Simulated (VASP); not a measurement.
# Sr12HO in VASP: a series of runs

The runs below take Sr12HO through single point, with PBE+D3(BJ).

Everything below comes from runs of VASP 6.6.1. Logs are shortened: lines on timing, memory, paths and dates and some standing lists are left out, and cuts for length are marked.

## (1) The cell of the first run

The cell holds a slab with vacuum, 14 atoms: a = 8.598 Å, b = 8.598 Å, c = 18.021 Å, α = 90.00°, β = 90.00°, γ = 60.00°.

## (2) Single point, PBE+D3(BJ)

File INCAR:

```
PREC     = Accurate       # precision mode
ENCUT    = 520            # plane-wave cutoff, eV
EDIFF    = 1E-6           # SCF threshold, eV
ISMEAR   = 0              # smearing method
SIGMA    = 0.15           # smearing width, eV
LREAL    = F              # projectors in reciprocal space
LASPH    = T              # aspherical terms in the spheres
NELM     = 120            # most SCF steps
ALGO     = Normal         # electronic algorithm
ISIF     = 2              # what is computed and relaxed
LWAVE    = F              # write WAVECAR
LCHARG   = T              # write CHGCAR
GGA      = PE             # functional
IVDW     = 12             # dispersion correction
LELF     = T              # ELF
LVHAR    = T            
NBANDS   = 76             # bands
GGA_COMPAT= F            
NELMDL   = -8
```

File KPOINTS:

```
Automatic mesh
0
Gamma
  3 3 1
```

File POSCAR:

```
Sr12HO
1.0
    8.5984180000      0.0000000000      0.0000000000
    4.2992090000      7.4464490000      0.0000000000
    0.0000000000      0.0000000000     18.0205790000
Sr O H
12 1 1
Direct
    0.1666667136      0.1666666890      0.0554921127
    0.6666667136      0.1666666890      0.0554921127
    0.1666666890      0.6666666219      0.0554921127
    0.6666666890      0.6666666219      0.0554921127
   -0.1685898842      0.3379566556      0.2422045374
    0.3306357179      0.3379507467      0.2422085328
   -0.1693928996      0.8387994063      0.2306937530
    0.3292723812      0.8414634949      0.2427047988
   -0.0084991345      0.0194668627      0.4335182016
    0.4890046894      0.0194706228      0.4335331290
   -0.0169623120      0.5339033410      0.4277493526
    0.4917793091      0.5164191684      0.4237136332
   -0.1816771198      0.8633145812      0.4449617296
   -0.1900092464      0.8799627849      0.3897406404
```

Potentials or basis: VASP PAW PBE potentials, release 64 (Sr_sv, O, H).

Launch:

```bash
cat potpaw_PBE.64/Sr_sv/POTCAR potpaw_PBE.64/O/POTCAR potpaw_PBE.64/H/POTCAR > POTCAR
mpirun -np 1 vasp_std > vasp.out
```

OUTCAR:

```text
PREC = Accurate
   ENCUT = 520
   EDIFF = 1E-6
   ISMEAR = 0
   LREAL = F
   LASPH = T
   NELM = 120
   ISIF = 2
   GGA = PE
   IVDW = 12
   NELMDL = -8
 IVDW          = 12

 ion  position               nearest neighbor table
   1  0.167  0.167  0.055-   8 4.15   5 4.19   6 4.19   3 4.30   2 4.30   2 4.30   4 4.30   4 4.30
                             3 4.30
   2  0.667  0.167  0.055-   7 3.99   5 4.19   6 4.19   4 4.30   1 4.30   1 4.30   3 4.30   3 4.30
                             4 4.30
   3  0.167  0.667  0.055-   7 4.03   6 4.16   8 4.21   1 4.30   4 4.30   4 4.30   2 4.30   2 4.30
                             1 4.30
   4  0.667  0.667  0.055-   7 4.03   5 4.16   8 4.21   2 4.30   3 4.30   3 4.30   1 4.30   1 4.30
                             2 4.30
   5  0.831  0.338  0.242-  12 4.14   4 4.16   9 4.18   1 4.19   2 4.19  11 4.23   8 4.27   6 4.29
                             7 4.30   6 4.31   7 4.31   8 4.32
   6  0.331  0.338  0.242-  12 4.14   3 4.16  10 4.18   1 4.19   2 4.19  11 4.23   8 4.27   5 4.29
                             7 4.30   5 4.31   7 4.31   8 4.32
   7  0.831  0.839  0.231-  14 2.88   2 3.99   3 4.03   4 4.03  11 4.21   5 4.30   6 4.30   8 4.30
                             8 4.30   6 4.31   5 4.31   9 4.45  10 4.45
   8  0.329  0.841  0.243-  12 4.06   1 4.15   4 4.21   3 4.21   9 4.26  10 4.26   6 4.27   5 4.27
                             7 4.30   7 4.30   5 4.32   6 4.32
   9  0.992  0.019  0.434-  13 2.46  14 2.52   5 4.18  11 4.21   8 4.26  10 4.28  12 4.29  12 4.32
                            10 4.32  11 4.39   7 4.45
  10  0.489  0.019  0.434-  13 2.46  14 2.52   6 4.18  11 4.21   8 4.26   9 4.28  12 4.29  12 4.32
                             9 4.32  11 4.39   7 4.45
  11  0.983  0.534  0.428-  13 2.47  14 2.67   9 4.21  10 4.21   7 4.21   5 4.23   6 4.23  12 4.30
                            12 4.30  10 4.39   9 4.39
  12  0.492  0.516  0.424-   8 4.06   6 4.14   5 4.14   9 4.29  10 4.29  11 4.30  11 4.30   9 4.32
                            10 4.32
  13  0.818  0.863  0.445-  14 1.00  10 2.46   9 2.46  11 2.47
  14  0.810  0.880  0.390-  13 1.00  10 2.52   9 2.52  11 2.67   7 2.88

  LATTYP: Found a hexagonal cell.
 ALAT       =     8.5984185020
 C/A-ratio  =     2.0958015705

  Lattice vectors:

 A1 = (  -4.2992090000,  -7.4464490000,   0.0000000000)
 A2 = (   8.5984180000,   0.0000000000,   0.0000000000)
 A3 = (   0.0000000000,   0.0000000000,  18.0205790000)

Analysis of symmetry for initial positions (statically):
=====================================================================
 Subroutine PRICEL returns:
 Original cell was already a primitive cell.

 Routine SETGRP: Setting up the symmetry group for a
 hexagonal supercell.

 Subroutine GETGRP returns: Found  1 space group operations
 (whereof  1 operations were pure point group operations)
 out of a pool of 24 trial point group operations.

The static configuration has the point symmetry C_1 .

Analysis of symmetry for dynamics (positions and initial velocities):
=====================================================================
 Subroutine PRICEL returns:
 Original cell was already a primitive cell.

 Routine SETGRP: Setting up the symmetry group for a
 hexagonal supercell.

 Subroutine GETGRP returns: Found  1 space group operations
 (whereof  1 operations were pure point group operations)
 out of a pool of 24 trial point group operations.

The dynamic configuration has the point symmetry C_1 .

 Subroutine INISYM returns: Found  1 space group operations
 (whereof  1 operations are pure point group operations),
 and found     1 'primitive' translations

----------------------------------------------------------------------------------------

                                     Primitive cell

  volume of cell :    1153.8159

  direct lattice vectors                    reciprocal lattice vectors
     8.598418000  0.000000000  0.000000000     0.116300464 -0.067146099  0.000000000
     4.299209000  7.446449000  0.000000000     0.000000000  0.134292198  0.000000000
     0.000000000  0.000000000 18.020579000     0.000000000  0.000000000  0.055492113

  length of vectors
     8.598418000  8.598418502 18.020579000     0.134292205  0.134292198  0.055492113

  position of ions in fractional coordinates (direct lattice)
     0.166666714  0.166666689  0.055492113
     0.666666714  0.166666689  0.055492113
     0.166666689  0.666666622  0.055492113
     0.666666689  0.666666622  0.055492113
[... 40 lines left out ...]
     0.000000000  0.044764066  0.000000000     0.000000000  0.333333333  0.000000000
     0.000000000  0.000000000  0.055492113     0.000000000  0.000000000  1.000000000

  Length of vectors
     0.044764068  0.044764066  0.055492113

  Shift w.r.t. Gamma in fractional coordinates (k-lattice)
     0.000000000  0.000000000  0.000000000

 Subroutine IBZKPT returns following result:
 ===========================================

 Found      5 irreducible k-points:

 Following reciprocal coordinates:
            Coordinates               Weight
  0.000000  0.000000  0.000000      1.000000
  0.333333  0.000000  0.000000      2.000000
  0.333333  0.333333  0.000000      2.000000
  0.000000  0.333333  0.000000      2.000000
 -0.333333  0.333333  0.000000      2.000000
   k-points           NKPTS =      5   k-points in BZ     NKDIM =      5   number of bands    NBANDS=     76
   number of dos      NEDOS =    301   number of ions     NIONS =     14
   total plane-waves  NPLWV = 573440
   dimension x,y,z NGX =    64 NGY =   64 NGZ =  140
   dimension x,y,z NGXF=   128 NGYF=  128 NGZF=  280
   ions per type =              12   1   1
   NGX,Y,Z   is equivalent  to a cutoff of  12.37, 12.37, 12.92 a.u.
   NGXF,Y,Z  is equivalent  to a cutoff of  24.75, 24.75, 25.83 a.u.
 SYSTEM =  unknown system
   PREC   = accura    normal or accurate (medium, high low for compatibility)
   ISTART =      0    job   : 0-new  1-cont  2-samecut
   ICHARG =      2    charge: 1-file 2-atom 10-const
   ISPIN  =      1    spin polarized calculation?
   LNONCOLLINEAR =      F non collinear calculations
   LSORBIT =      F    spin-orbit coupling
   LASPH  =      T    aspherical Exc in radial PAW
   ENCUT  =  520.0 eV  38.22 Ry    6.18 a.u.  15.99 15.99 33.51*2*pi/ulx,y,z
   NELM   =    120;   NELMIN=  2; NELMDL= -8     # of ELM steps
   EDIFF  = 0.1E-05   stopping-criterion for ELM
   LREAL  =      F    real-space projection
   EDIFFG = 0.1E-04   stopping-criterion for IOM
   NSW    =      0    number of steps for IOM
   IBRION =     -1    ionic relax: 0-MD 1-quasi-New 2-CG
   NFREE  =      0    steps in history (QN), initial steepest desc. (CG)
   ISIF   =      2    stress and relaxation
   ISYM   =      2    0-nonsym 1-usesym 2-fastsym
   POTIM  = 0.5000    time-step for ionic-motion
   TEBEG  =    0.0;   TEEND  =   0.0 temperature during run
   PSTRESS=    0.0 pullay stress
   NELECT =     127.0000    total number of electrons
   NUPDOWN=      -1.0000    fix difference up-down
   EMIN   =  10.00;   EMAX   =-10.00  energy-range for DOS
   EFERMI =   0.00;   METHOD = LEGACY
   ISMEAR =     0;   SIGMA  =   0.15  broadening in eV -4-tet -1-fermi 0-gaus
   EFERMI_NEDOS =   21; number of points for ismear=-14 and -15
   IALGO  =     38    algorithm
   IMIX   =      4    mixing-type and parameters
     AMIX     =   0.40;   BMIX     =  1.00
     AMIX_MAG =   1.60;   BMIX_MAG =  1.00
  volume/ion in A,a.u.               =      82.42       556.17
  Fermi-wavevector in a.u.,A,eV,Ry     =   0.784568  1.482618  8.375024  0.615547
  Thomas-Fermi vector in A             =   1.888727
   LORBIT       =      0    0 simple, 1 ext, 2 COOP (PROOUT), +10 PAW based schemes
   GGA     = PE    functional components
   LHFCALC =     F    Hartree Fock is set to
   AEXX    =    0.0000 exact exchange contribution
   IVDW    =    12    specifies the selected vdW correction
   LEPSILON=     F    determine dielectric tensor
   LRPA    =     F    only Hartree local field effects (RPA)
 non-spin polarized calculation
 Gauss-broadening in eV      SIGMA  =   0.15
  energy-cutoff  :      520.00
  volume of cell :     1153.82
 maximum number of plane-waves:     31194
   NGX = 31   NGY = 31   NGZ = 67

 number of electron     126.9999997 magnetization

 Free energy of the ion-electron system (eV)
  ---------------------------------------------------
  ext. energy  EPLUGINS =         0.00000000
  ---------------------------------------------------
  free energy    TOTEN  =       -29.73263592 eV

  energy without entropy =      -29.55464056  energy(sigma->0) =      -29.64363824

 E-fermi :   0.0271     XC(G=0):  -5.0047

 val. band max:       -0.0039474779   @ k =   0.0000   0.3333   0.0000
 cond. band min:       0.1611362593   @ k =   0.0000   0.0000   0.0000
 fundamental gap:      0.1650837371
 Fermi energy:         0.0271228027

 k-point     1 :       0.0000    0.0000    0.0000
  band No.  band energies     occupation
      1     -36.9373      2.00000
      2     -36.9331      2.00000
      3     -36.9141      2.00000
      4     -36.9096      2.00000
      5     -36.9054      2.00000
      6     -36.7314      2.00000
[... 379 lines left out ...]
     74       0.8934      0.00000
     75       0.8998      0.00000
 [bands above 75 left out]

------------------------ aborting loop because EDIFF is reached ----------------------------------------

 Edisp (eV)   -1.88080

 E8    (eV) :    -1.0345

  FORCE on cell =-STRESS in cart. coord.  units (eV):
  Direction    XX          YY          ZZ          XY          YZ          ZX
  --------------------------------------------------------------------------------------
  -------------------------------------------------------------------------------------
  Total      -1.19530    -0.95257     0.38148    -0.00019    -0.27386    -0.00002
  in kB      -1.65979    -1.32272     0.52971    -0.00026    -0.38028    -0.00003
  external pressure =       -0.82 kB  Pullay stress =        0.00 kB

 VOLUME and BASIS-vectors are now :
 -----------------------------------------------------------------------------
  energy-cutoff  :      520.00
  volume of cell :     1153.82
      direct lattice vectors                 reciprocal lattice vectors
     8.598418000  0.000000000  0.000000000     0.116300464 -0.067146099  0.000000000
     4.299209000  7.446449000  0.000000000     0.000000000  0.134292198  0.000000000
     0.000000000  0.000000000 18.020579000     0.000000000  0.000000000  0.055492113

 POSITION                                       TOTAL-FORCE (eV/Angst)
 -----------------------------------------------------------------------------------
      2.14960      1.24107      1.00000         0.000006      0.008844      0.044268
      6.44881      1.24107      1.00000        -0.000016      0.052324     -0.055031
      4.29921      4.96430      1.00000         0.039002     -0.010224     -0.036086
      8.59842      4.96430      1.00000        -0.038965     -0.010181     -0.036095
      8.60176      2.51658      4.36467         0.000374      0.002337      0.000355
      4.29587      2.51653      4.36474        -0.000375      0.002330      0.000324
     10.74808      6.24608      4.15724        -0.000046     -0.001641     -0.009956
      6.44885      6.26592      4.37368         0.000005      0.003429      0.002819
      8.60903      0.14496      7.81225         0.036769      0.022406      0.007379
      4.28838      0.14499      7.81252        -0.037062      0.022535      0.007295
     10.74793      3.97568      7.70829        -0.000024     -0.044554      0.005739
      6.44872      3.84549      7.63557         0.000034      0.007134      0.003730
     10.74785      6.42863      8.01847         0.000262     -0.022346      0.162498
     10.74778      6.55260      7.02335         0.000035     -0.032393     -0.097240
 -----------------------------------------------------------------------------------
    total drift:                                0.000003     -0.000460      0.000397

  FREE ENERGIE OF THE ION-ELECTRON SYSTEM (eV)
  ---------------------------------------------------
  free  energy   TOTEN  =       -31.6134376968 eV

  energy  without entropy=      -31.4354423384  energy(sigma->0) =      -31.52444002
```

Run time: 27 min. Hardware: 1 thread of Intel Xeon Platinum 8375C at 2.90GHz (Ice Lake), shared host; peak memory 1.2 GiB.

What came out:

```
Free energy                : -31.6134 eV
Largest force              : 0.164 eV/Å
Band gap on the k mesh     : zero (an odd number of electrons rules out a gap without spin polarisation)
Dispersion energy per atom : -0.134 eV
```

Forces in eV/Å, atoms in the order of the input:
```
Sr   0.000  0.009  0.044
Sr   0.000  0.052 -0.055
Sr   0.039 -0.010 -0.036
Sr  -0.039 -0.010 -0.036
Sr   0.000  0.002  0.000
Sr   0.000  0.002  0.000
Sr   0.000 -0.002 -0.010
Sr   0.000  0.003  0.003
Sr   0.037  0.022  0.007
Sr  -0.037  0.023  0.007
Sr   0.000 -0.045  0.006
Sr   0.000  0.007  0.004
O    0.000 -0.022  0.162
H    0.000 -0.032 -0.097
```

Caveat: there is no dipole correction, which matters where the two faces differ.

## (3) Single point, PBE+D3(BJ)

File INCAR:

```
SYSTEM = Sr12HO
PREC     = Accurate       ! precision mode
ENCUT    = 520            ! plane-wave cutoff, eV
EDIFF    = 1E-6           ! SCF threshold, eV
ISMEAR   = 0              ! smearing method
SIGMA    = 0.15           ! smearing width, eV
LREAL    = .FALSE.        ! projectors in reciprocal space
LASPH    = .TRUE.         ! aspherical terms in the spheres
NELM     = 120            ! most SCF steps
ALGO     = Normal         ! electronic algorithm
ISIF     = 2              ! what is computed and relaxed
LWAVE    = .FALSE.        ! write WAVECAR
LCHARG   = .TRUE.         ! write CHGCAR
GGA      = PE             ! functional
IVDW     = 12             ! dispersion correction
LELF     = .TRUE.         ! ELF
LVHAR    = .TRUE.       
NBANDS   = 76             ! bands
GGA_COMPAT= .FALSE.      
NELMDL   = -8
```

File KPOINTS:

```
Automatic mesh
0
G
  3 3 1
  0 0 0
```

File POSCAR:

```
Sr12HO
1.0
    8.5984180000      0.0000000000      0.0000000000
    4.2992090000      7.4464490000      0.0000000000
    0.0000000000      0.0000000000     18.0205790000
Sr O H
12 1 1
Direct
    0.1666667136      0.1666666890      0.0554921127
    0.6666667136      0.1666666890      0.0554921127
    0.1666666890      0.6666666219      0.0554921127
    0.6666666890      0.6666666219      0.0554921127
   -0.1644992028      0.3297448220      0.2370299534
    0.3351215712      0.3297487165      0.2372071397
   -0.1622229005      0.8250644032      0.2494730053
    0.3356089930      0.8292533797      0.2389486487
   -0.0207760525     -0.0145130921      0.4202028137
    0.5361070950     -0.0146347608      0.4202603035
   -0.0119962434      0.5241247204      0.4226758752
    0.5055479020      0.4896951554      0.4267538241
   -0.1592224121      0.8193716226      0.3833526659
   -0.3384901133      1.1782677891      0.4358167404
```

Potentials or basis: VASP PAW PBE potentials, release 64 (Sr_sv, O, H).

Launch:

```bash
cat potpaw_PBE.64/Sr_sv/POTCAR potpaw_PBE.64/O/POTCAR potpaw_PBE.64/H/POTCAR > POTCAR
mpirun -np 1 vasp_std > vasp.out
```

It took 18 min on 1 thread of Intel Xeon Platinum 8488C (Sapphire Rapids), shared host; peak memory 1.1 GiB.

The run converged. Its results:

```
Free energy                : -33.0454 eV
Largest force              : 0.255 eV/Å
Band gap on the k mesh     : zero (an odd number of electrons rules out a gap without spin polarisation)
Dispersion energy per atom : -0.136 eV
```

Forces in eV/Å, atoms in the order of the input:
```
Sr   0.001 -0.001 -0.095
Sr   0.000 -0.049 -0.003
Sr  -0.037  0.004 -0.013
Sr   0.038  0.005 -0.014
Sr   0.013  0.011 -0.024
Sr  -0.013  0.010 -0.028
Sr  -0.001  0.014 -0.068
Sr   0.001 -0.001 -0.006
Sr   0.063  0.028  0.017
Sr  -0.056  0.033  0.016
Sr   0.005 -0.066  0.006
Sr  -0.002  0.012 -0.012
O   -0.005  0.023 -0.029
H   -0.006 -0.023  0.254
```

Levels at points of the mesh, in eV from the Fermi level:
```csv
k point,band 61,band 62,band 63,band 64,band 65,band 66
"(0.00, 0.00, 0.00)",-0.65,-0.57,-0.30,-0.10,0.14,0.16
```

Caveat: there is no dipole correction, which matters where the two faces differ.

## (4) Single point, PBE+D3(BJ)

File INCAR:

```
PREC = Accurate
ENCUT = 520
EDIFF = 1E-6
ISMEAR = 0
SIGMA = 0.15
LREAL = F
LASPH = T
NELM = 120
ALGO = Normal
ISIF = 2
LWAVE = F
LCHARG = F
GGA = PE
IVDW = 12
NBANDS = 76
GGA_COMPAT = F
NELMDL = -8
```

File KPOINTS:

```
regular mesh
0
Gamma
  3 3 1
```

File POSCAR:

```
Sr12HO
1.0
    8.5984180000      0.0000000000      0.0000000000
    4.2992090000      7.4464490000      0.0000000000
    0.0000000000      0.0000000000     18.0205790000
Sr O H
12 1 1
Direct
    0.1666667136      0.1666666890      0.0554921127
    0.6666667136      0.1666666890      0.0554921127
    0.1666666890      0.6666666219      0.0554921127
    0.6666666890      0.6666666219      0.0554921127
   -0.1817989896      0.3341916395      0.2463999631
    0.3497137242      0.3337367919      0.2466797543
   -0.1609759441      0.8229100877      0.2509656321
    0.3281907145      0.8446460857      0.2400435080
   -0.0264230118     -0.0026769807      0.4191727136
    0.5308919767     -0.0044057241      0.4197332394
   -0.0148277161      0.5331192089      0.4262320872
    0.4983032018      0.5047979245      0.4299420679
   -0.1647908356      0.8309129627      0.3855247381
   -0.3731232328      1.2523193270      0.3420582657
```

Launch:

```bash
cat potpaw_PBE.64/Sr_sv/POTCAR potpaw_PBE.64/O/POTCAR potpaw_PBE.64/H/POTCAR > POTCAR
mpirun -np 1 vasp_std > vasp.out
```

It took 24 min on 1 thread of Intel Xeon Platinum 8259CL at 2.50GHz (Skylake/Cascade Lake), shared host; peak memory 1.1 GiB.

The run converged. Its results:

```
Free energy                : -33.1518 eV
Largest force              : 0.224 eV/Å
Band gap on the k mesh     : zero (an odd number of electrons rules out a gap without spin polarisation)
Dispersion energy per atom : -0.137 eV
```

Forces in eV/Å, atoms in the order of the input:
```
Sr   0.002  0.069  0.024
Sr   0.001 -0.037  0.010
Sr   0.007  0.000  0.048
Sr  -0.005  0.001  0.044
Sr   0.011  0.003 -0.003
Sr  -0.009  0.001 -0.006
Sr   0.001  0.045 -0.032
Sr   0.001 -0.006 -0.007
Sr   0.074  0.058  0.031
Sr  -0.076  0.057  0.030
Sr  -0.009 -0.043  0.012
Sr   0.008 -0.031 -0.041
O    0.000  0.045  0.046
H   -0.005 -0.162 -0.155
```

Levels at points of the mesh, in eV from the Fermi level:
| k point | band 59 | band 60 | band 61 | band 62 | band 63 | band 64 | band 65 | band 66 | band 67 | band 68 |
| --- | --- | --- | --- | --- | --- | --- | --- | --- | --- | --- |
| (0.00, 0.00, 0.00) | -0.76 | -0.65 | -0.62 | -0.55 | -0.30 | -0.14 | 0.08 | 0.16 | 0.21 | 0.28 |

Caveat: there is no dipole correction, which matters where the two faces differ.

## (5) Summary

```tsv
cell	gap on the mesh (eV)	largest force (eV/Å)
as given, atomic positions A	none	0.16
as given, atomic positions B	none	0.26
as given, atomic positions C	none	0.22
```

Alike in all rows: task single point; level PBE+D3(BJ); potentials or basis VASP PAW PBE potentials, release 64 (Sr_sv, O, H); no spin polarisation; k mesh 3 × 3 × 1; cutoff (eV) 520; smearing gaussian 0.15 eV.

Caveats: there is no dipole correction, which matters where the two faces differ.

Absolute energies hang on the potentials; compare differences alone.

The gap in the log of VASP goes by the Fermi energy; the results here count the filled bands.